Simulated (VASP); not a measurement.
# CuAu (P4/mmm) in VASP: a series of runs

CuAu is run at these levels: PBE; tasks: electric field gradients.

Everything below comes from runs of VASP 6.6.1. Logs are shortened: lines on timing, memory, paths and dates and some standing lists are left out, and cuts for length are marked.

### 1 The cell of the first run

Symmetry: P4/mmm, No. 123, tetragonal system. The conventional cell has a = 2.800 Å, b = 2.800 Å, c = 3.670 Å, α = 90.00°, β = 90.00°, γ = 90.00°. Within 3.6 Å of Cu (site symmetry 4/mmm) lie 8 Au at 2.70 Å and 4 Cu at 2.80 Å. Within 3.6 Å of Au (site symmetry 4/mmm) lie 8 Cu at 2.70 Å and 4 Au at 2.80 Å.

### 2 Electric field gradients, PBE

Contents of INCAR:

```
PREC = Accurate
ENCUT = 520
EDIFF = 1E-8
ISMEAR = -1
SIGMA = 0.05
LREAL = F
LASPH = T
NELM = 80
ALGO = Normal
ISIF = 2
LWAVE = F
LCHARG = F
GGA = PE
LEFG = T
NBANDS = 18
```

Contents of KPOINTS:

```
regular mesh
0
Gamma
  4 4 3
```

Contents of POSCAR:

```
CuAu
1.0
    2.8000000000      0.0000000000      0.0000000000
    0.0000000000      2.8000000000      0.0000000000
    0.0000000000      0.0000000000      3.6700000000
Cu Au
1 1
Direct
    0.5000000000      0.5000000000      0.5000000000
    0.0000000000      0.0000000000      0.0000000000
```

Potentials or basis: VASP PAW PBE potentials, release 64 (Cu, Au).

The run is started by

```console
$ cat potpaw_PBE.64/Cu/POTCAR potpaw_PBE.64/Au/POTCAR > POTCAR
$ mpirun -np 1 vasp_std > vasp.out
```

OUTCAR:

```text
PREC = Accurate
   ENCUT = 520
   EDIFF = 1E-8
   ISMEAR = -1
   LREAL = F
   LASPH = T
   NELM = 80
   ISIF = 2
   GGA = PE

 ion  position               nearest neighbor table
   1  0.500  0.500  0.500-   2 2.70   2 2.70   2 2.70   2 2.70   2 2.70   2 2.70   2 2.70   2 2.70

   2  0.000  0.000  0.000-   1 2.70   1 2.70   1 2.70   1 2.70   1 2.70   1 2.70   1 2.70   1 2.70

  LATTYP: Found a simple tetragonal cell.
 ALAT       =     2.8000000000
 C/A-ratio  =     1.3107142857

  Lattice vectors:

 A1 = (   2.8000000000,   0.0000000000,   0.0000000000)
 A2 = (   0.0000000000,   2.8000000000,   0.0000000000)
 A3 = (   0.0000000000,   0.0000000000,   3.6700000000)

Analysis of symmetry for initial positions (statically):
=====================================================================
 Subroutine PRICEL returns:
 Original cell was already a primitive cell.

 Routine SETGRP: Setting up the symmetry group for a
 simple tetragonal supercell.

 Subroutine GETGRP returns: Found 16 space group operations
 (whereof 16 operations were pure point group operations)
 out of a pool of 16 trial point group operations.

The static configuration has the point symmetry D_4h.

Analysis of symmetry for dynamics (positions and initial velocities):
=====================================================================
 Subroutine PRICEL returns:
 Original cell was already a primitive cell.

 Routine SETGRP: Setting up the symmetry group for a
 simple tetragonal supercell.

 Subroutine GETGRP returns: Found 16 space group operations
 (whereof 16 operations were pure point group operations)
 out of a pool of 16 trial point group operations.

The dynamic configuration has the point symmetry D_4h.

 Subroutine INISYM returns: Found 16 space group operations
 (whereof 16 operations are pure point group operations),
 and found     1 'primitive' translations

----------------------------------------------------------------------------------------

                                     Primitive cell

  volume of cell :      28.7728

  direct lattice vectors                    reciprocal lattice vectors
     2.800000000  0.000000000  0.000000000     0.357142857  0.000000000  0.000000000
     0.000000000  2.800000000  0.000000000     0.000000000  0.357142857  0.000000000
     0.000000000  0.000000000  3.670000000     0.000000000  0.000000000  0.272479564

  length of vectors
     2.800000000  2.800000000  3.670000000     0.357142857  0.357142857  0.272479564

  position of ions in fractional coordinates (direct lattice)
     0.500000000  0.500000000  0.500000000
     0.000000000  0.000000000  0.000000000

  ion indices of the primitive-cell ions
   primitive index   ion index
                 1           1
                 2           2

----------------------------------------------------------------------------------------

 KPOINTS: regular mesh

Automatic generation of k-mesh.
 Grid dimensions read from file:
 generate k-points for:    4    4    3

 Generating k-lattice:

  Cartesian coordinates                     Fractional coordinates (reciprocal lattice)
     0.089285714  0.000000000  0.000000000     0.250000000  0.000000000  0.000000000
     0.000000000  0.089285714  0.000000000     0.000000000  0.250000000  0.000000000
     0.000000000  0.000000000  0.090826521     0.000000000  0.000000000  0.333333333

  Length of vectors
     0.089285714  0.089285714  0.090826521

  Shift w.r.t. Gamma in fractional coordinates (k-lattice)
     0.000000000  0.000000000  0.000000000

 Subroutine IBZKPT returns following result:
 ===========================================

 Found     12 irreducible k-points:

 Following reciprocal coordinates:
            Coordinates               Weight
  0.000000  0.000000  0.000000      1.000000
  0.250000  0.000000  0.000000      4.000000
  0.500000  0.000000  0.000000      2.000000
  0.250000  0.250000  0.000000      4.000000
  0.500000  0.250000  0.000000      4.000000
  0.500000  0.500000  0.000000      1.000000
  0.000000  0.000000  0.333333      2.000000
  0.250000  0.000000  0.333333      8.000000
  0.500000  0.000000  0.333333      4.000000
  0.250000  0.250000  0.333333      8.000000
  0.500000  0.250000  0.333333      8.000000
  0.500000  0.500000  0.333333      2.000000
   k-points           NKPTS =     12   k-points in BZ     NKDIM =     12   number of bands    NBANDS=     18
   number of dos      NEDOS =    301   number of ions     NIONS =      2
   total plane-waves  NPLWV =  16128
   dimension x,y,z NGX =    24 NGY =   24 NGZ =   28
   dimension x,y,z NGXF=    48 NGYF=   48 NGZF=   56
   ions per type =               1   1
   NGX,Y,Z   is equivalent  to a cutoff of  14.25, 14.25, 12.68 a.u.
   NGXF,Y,Z  is equivalent  to a cutoff of  28.50, 28.50, 25.37 a.u.
 SYSTEM =  unknown system
   PREC   = accura    normal or accurate (medium, high low for compatibility)
   ISTART =      0    job   : 0-new  1-cont  2-samecut
   ICHARG =      2    charge: 1-file 2-atom 10-const
   ISPIN  =      1    spin polarized calculation?
   LNONCOLLINEAR =      F non collinear calculations
   LSORBIT =      F    spin-orbit coupling
   LASPH  =      T    aspherical Exc in radial PAW
   ENCUT  =  520.0 eV  38.22 Ry    6.18 a.u.   5.21  5.21  6.82*2*pi/ulx,y,z
   NELM   =     80;   NELMIN=  2; NELMDL= -5     # of ELM steps
   EDIFF  = 0.1E-07   stopping-criterion for ELM
   LREAL  =      F    real-space projection
   EDIFFG = 0.1E-06   stopping-criterion for IOM
   NSW    =      0    number of steps for IOM
   IBRION =     -1    ionic relax: 0-MD 1-quasi-New 2-CG
   NFREE  =      0    steps in history (QN), initial steepest desc. (CG)
   ISIF   =      2    stress and relaxation
   ISYM   =      2    0-nonsym 1-usesym 2-fastsym
   POTIM  = 0.5000    time-step for ionic-motion
   TEBEG  =    0.0;   TEEND  =   0.0 temperature during run
   PSTRESS=    0.0 pullay stress
   NELECT =      22.0000    total number of electrons
   NUPDOWN=      -1.0000    fix difference up-down
   EMIN   =  10.00;   EMAX   =-10.00  energy-range for DOS
   EFERMI =   0.00;   METHOD = LEGACY
   ISMEAR =    -1;   SIGMA  =   0.05  broadening in eV -4-tet -1-fermi 0-gaus
   EFERMI_NEDOS =   21; number of points for ismear=-14 and -15
   IALGO  =     38    algorithm
   IMIX   =      4    mixing-type and parameters
     AMIX     =   0.40;   BMIX     =  1.00
     AMIX_MAG =   1.60;   BMIX_MAG =  1.00
  volume/ion in A,a.u.               =      14.39        97.08
  Fermi-wavevector in a.u.,A,eV,Ry     =   1.497000  2.828919 30.490762  2.241008
  Thomas-Fermi vector in A             =   2.608944
   LORBIT       =      0    0 simple, 1 ext, 2 COOP (PROOUT), +10 PAW based schemes
   GGA     = PE    functional components
   LHFCALC =     F    Hartree Fock is set to
   AEXX    =    0.0000 exact exchange contribution
   IVDW    =     0    specifies the selected vdW correction
   LEPSILON=     F    determine dielectric tensor
   LRPA    =     F    only Hartree local field effects (RPA)
 non-spin polarized calculation
  energy-cutoff  :      520.00
  volume of cell :       28.77
 maximum number of plane-waves:       786
 NGX is ok and might be reduce to    24
   NGX = 11   NGY = 11   NGZ = 13

 number of electron      22.0000010 magnetization

 Free energy of the ion-electron system (eV)
  ---------------------------------------------------
  ext. energy  EPLUGINS =         0.00000000
  ---------------------------------------------------
  free energy    TOTEN  =        -6.83892495 eV

  energy without entropy =       -6.82444800  energy(sigma->0) =       -6.83168647

 E-fermi :   8.9477     XC(G=0): -12.7367

 val. band max:        8.7625605719   @ k =   0.5000   0.0000   0.0000
 cond. band min:       8.9919465239   @ k =   0.2500   0.0000   0.3333
 fundamental gap:      0.2293859520
 Fermi energy:         8.9476699038

 k-point     1 :       0.0000    0.0000    0.0000
  band No.  band energies     occupation
      1      -0.9773      2.00000
      2       2.1951      2.00000
      3       2.3494      2.00000
      4       4.7724      2.00000
      5       4.7724      2.00000
      6       5.8650      2.00000
[... 10 lines left out ...]
     17      25.8474      0.00000
     18      26.3329      0.00000
[... 211 lines left out ...]
 k-point    12 :       0.5000    0.5000    0.3333
  band No.  band energies     occupation
      1       2.0501      2.00000
      2       3.0508      2.00000
      3       3.0508      2.00000
      4       4.3944      2.00000
      5       5.9681      2.00000
      6       5.9681      2.00000
[... 10 lines left out ...]
     17      17.7219      0.00000
     18      18.8701      0.00000

------------------------ aborting loop because EDIFF is reached ----------------------------------------

  FORCE on cell =-STRESS in cart. coord.  units (eV):
  Direction    XX          YY          ZZ          XY          YZ          ZX
  --------------------------------------------------------------------------------------
  -------------------------------------------------------------------------------------
  Total        1.7589967      1.7589967      0.5798294      0.0000000      0.0000000      0.0000000
  in kB       97.9475271     97.9475271     32.2870715      0.0000000      0.0000000      0.0000000
  external PRESSURE =      76.0607085 kB  Pullay stress =       0.0000000 kB

 VOLUME and BASIS-vectors are now :
 -----------------------------------------------------------------------------
  energy-cutoff  :      520.00
  volume of cell :       28.77
      direct lattice vectors                 reciprocal lattice vectors
     2.800000000  0.000000000  0.000000000     0.357142857  0.000000000  0.000000000
     0.000000000  2.800000000  0.000000000     0.000000000  0.357142857  0.000000000
     0.000000000  0.000000000  3.670000000     0.000000000  0.000000000  0.272479564

 POSITION                                       TOTAL-FORCE (eV/Angst)
 -----------------------------------------------------------------------------------
      1.40000      1.40000      1.83500         0.000000      0.000000      0.000000
      0.00000      0.00000      0.00000         0.000000      0.000000      0.000000
 -----------------------------------------------------------------------------------
    total drift:                                0.000000      0.000000     -0.000000

  FREE ENERGIE OF THE ION-ELECTRON SYSTEM (eV)
  ---------------------------------------------------
  free  energy   TOTEN  =        -6.8389249475 eV

  energy  without entropy=       -6.8244479981  energy(sigma->0) =       -6.83168647

 Electric field gradients (V/A^2)
---------------------------------------------------------------------
 ion       V_xx      V_yy      V_zz      V_xy      V_xz      V_yz
---------------------------------------------------------------------
   1      -3.020    -3.020     6.039     0.000    -0.000    -0.000
   2     -49.032   -49.032    98.063    -0.000    -0.000     0.000
---------------------------------------------------------------------

 Electric field gradients after diagonalization (V/A^2)
 (convention: |V_zz| > |V_xx| > |V_yy|)
----------------------------------------------------------------------
 ion       V_xx      V_yy      V_zz     asymmetry (V_yy - V_xx)/ V_zz
----------------------------------------------------------------------
   1      -3.020    -3.020     6.039       0.000
   2     -49.032   -49.032    98.063       0.000
----------------------------------------------------------------------

           NMR quadrupolar parameters

 Cq : quadrupolar parameter    Cq=e*Q*V_zz/h
 eta: asymmetry parameters     (V_yy - V_xx)/ V_zz
 Q  : nuclear electric quadrupole moment in mb (millibarn)
----------------------------------------------------------------------
 ion       Cq(MHz)       eta       Q (mb)
----------------------------------------------------------------------
   1       0.015       0.000       1.000
   2       0.237       0.000       1.000
----------------------------------------------------------------------
```

It took 11 s on 1 thread of Intel Xeon Platinum 8259CL at 2.50GHz (Skylake/Cascade Lake), shared host; peak memory 0.14 GiB.

What came out:

```yaml
Free_energy: -6.8389 eV
Pressure: 7.6 GPa
Band_gap_on_the_k_mesh: zero (band 11 reaches 12.71 eV, above the bottom of band 12 at 7.00 eV)
```

Levels at points of the mesh, in eV from the Fermi level:
```
           k point  band 7  band 8  band 9  band 10  band 11  band 12  band 13  band 14  band 15  band 16
(0.00, 0.00, 0.00)   -2.89   -2.24   -1.74    -1.55    -1.55     2.05     8.10    10.03    10.03    16.81
(0.50, 0.00, 0.00)   -3.13   -3.06   -2.46    -2.28    -0.91    -0.19     9.43     9.51    11.41    11.42
(0.50, 0.50, 0.00)   -1.72   -1.68   -1.45    -1.45     0.60     0.60     5.17     6.91    10.07    11.62
```

Electric field gradients, principal values (V/Å²):
| atom | least | middle | greatest (by size) |
| --- | --- | --- | --- |
| 1 Cu | -3.020 | -3.020 | 6.039 |
| 2 Au | -49.032 | -49.032 | 98.063 |

Caveat: the k points lie up to 0.57 Å⁻¹ apart; without QUAD_EFG the Cq values of the log hold for a quadrupole moment of 1 mb, not for the nuclei; spin-orbit coupling is left out, which moves the levels of the heavy elements.

### 3 Electric field gradients, PBE

Contents of INCAR:

```
PREC     = Accurate       # precision mode
ENCUT    = 520            # plane-wave cutoff, eV
EDIFF    = 1E-8           # SCF threshold, eV
ISMEAR   = -1             # smearing method
SIGMA    = 0.05           # smearing width, eV
LREAL    = False          # projectors in reciprocal space
LASPH    = True           # aspherical terms in the spheres
NELM     = 100            # most SCF steps
ALGO     = Normal         # electronic algorithm
ISIF     = 2              # what is computed and relaxed
LWAVE    = False          # write WAVECAR
LCHARG   = False          # write CHGCAR
GGA      = PE             # functional
LEFG     = True         
NBANDS   = 18             # bands
```

Contents of KPOINTS:

```
regular mesh
0
Gamma
  6 6 5
```

POSCAR is that of step 2.

Potentials or basis: VASP PAW PBE potentials, release 64 (Cu, Au).

The run is started by

```console
$ cat potpaw_PBE.64/Cu/POTCAR potpaw_PBE.64/Au/POTCAR > POTCAR
$ mpirun -np 1 vasp_std > vasp.out
```

OUTCAR:

```text
PREC = Accurate
   ENCUT = 520
   EDIFF = 1E-8
   ISMEAR = -1
   LREAL = False
   LASPH = True
   NELM = 100
   ISIF = 2
   GGA = PE

 ion  position               nearest neighbor table
   1  0.500  0.500  0.500-   2 2.70   2 2.70   2 2.70   2 2.70   2 2.70   2 2.70   2 2.70   2 2.70

   2  0.000  0.000  0.000-   1 2.70   1 2.70   1 2.70   1 2.70   1 2.70   1 2.70   1 2.70   1 2.70

  LATTYP: Found a simple tetragonal cell.
 ALAT       =     2.8000000000
 C/A-ratio  =     1.3107142857

  Lattice vectors:

 A1 = (   2.8000000000,   0.0000000000,   0.0000000000)
 A2 = (   0.0000000000,   2.8000000000,   0.0000000000)
 A3 = (   0.0000000000,   0.0000000000,   3.6700000000)

Analysis of symmetry for initial positions (statically):
=====================================================================
 Subroutine PRICEL returns:
 Original cell was already a primitive cell.

[... 695 lines left out ...]
  volume of cell :       28.77
      direct lattice vectors                 reciprocal lattice vectors
     2.800000000  0.000000000  0.000000000     0.357142857  0.000000000  0.000000000
     0.000000000  2.800000000  0.000000000     0.000000000  0.357142857  0.000000000
     0.000000000  0.000000000  3.670000000     0.000000000  0.000000000  0.272479564

 POSITION                                       TOTAL-FORCE (eV/Angst)
 -----------------------------------------------------------------------------------
      1.40000      1.40000      1.83500         0.000000      0.000000      0.000000
      0.00000      0.00000      0.00000         0.000000      0.000000      0.000000
 -----------------------------------------------------------------------------------
    total drift:                                0.000000      0.000000     -0.000000

  FREE ENERGIE OF THE ION-ELECTRON SYSTEM (eV)
  ---------------------------------------------------
  free  energy   TOTEN  =        -7.0001890168 eV

  energy  without entropy=       -6.9956663079  energy(sigma->0) =       -6.99792766

 Electric field gradients (V/A^2)
---------------------------------------------------------------------
 ion       V_xx      V_yy      V_zz      V_xy      V_xz      V_yz
---------------------------------------------------------------------
   1       7.728     7.728   -15.456    -0.000     0.000     0.000
   2     -27.171   -27.171    54.343     0.000    -0.000     0.000
---------------------------------------------------------------------

 Electric field gradients after diagonalization (V/A^2)
 (convention: |V_zz| > |V_xx| > |V_yy|)
----------------------------------------------------------------------
 ion       V_xx      V_yy      V_zz     asymmetry (V_yy - V_xx)/ V_zz
----------------------------------------------------------------------
   1       7.728     7.728   -15.456       0.000
   2     -27.171   -27.171    54.343       0.000
----------------------------------------------------------------------

           NMR quadrupolar parameters

 Cq : quadrupolar parameter    Cq=e*Q*V_zz/h
 eta: asymmetry parameters     (V_yy - V_xx)/ V_zz
 Q  : nuclear electric quadrupole moment in mb (millibarn)
----------------------------------------------------------------------
 ion       Cq(MHz)       eta       Q (mb)
----------------------------------------------------------------------
   1      -0.037       0.000       1.000
   2       0.131       0.000       1.000
----------------------------------------------------------------------
```

Wall time 16 s (1 thread of Intel Xeon Platinum 8259CL at 2.50GHz (Skylake/Cascade Lake), shared host); peak memory 0.15 GiB.

Results:

* Free energy: -7.0002 eV
* Pressure: 6.8 GPa
* Band gap on the k mesh: zero (band 11 reaches 13.57 eV, above the bottom of band 12 at 6.94 eV)

Electric field gradients, principal values (V/Å²):
```tsv
atom	least	middle	greatest (by size)
1 Cu	7.728	7.728	-15.456
2 Au	-27.171	-27.171	54.343
```

Caveat: the k points lie up to 0.37 Å⁻¹ apart; without QUAD_EFG the Cq values of the log hold for a quadrupole moment of 1 mb, not for the nuclei; spin-orbit coupling is left out, which moves the levels of the heavy elements.

(Part 1 of 2 ends here.)
